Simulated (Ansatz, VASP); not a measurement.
# One calculation of GaAs, two programs

```
CELL_PARAMETERS angstrom
0.00000 2.82685 2.91166
2.82685 0.00000 2.91166
2.82685 2.82685 0.00000
ATOMIC_POSITIONS crystal
Ga 0.00000 0.00000 0.00000
As 0.75000 0.75000 0.75000
```

Change from the starting cell: zz strain of +3 %.

Alike in both runs: task single point; functional LDA; k mesh 11 × 11 × 11; occupations fermi-dirac, width 0.05 eV; no spin polarisation.

|  | VASP | Ansatz |
| --- | --- | --- |
| version | VASP 6.6.1 | Ansatz 0.2.0 |
| potentials or method | VASP PAW LDA potentials, release 64 (Ga_d, As), cutoff 520 eV | all-electron LAPW, scalar-relativistic |

```tsv
	VASP	Ansatz	Ansatz less VASP
pressure (GPa)	-3.4	-3.6	-0.22
traceless stress, the component that is largest in VASP (GPa)	-1.28	-1.28	-0.002
```

LDA's correlation is that of Perdew and Zunger in VASP and of Perdew and Wang (1992) in Ansatz. Ansatz ran all-electron here, and VASP with PAW potentials.
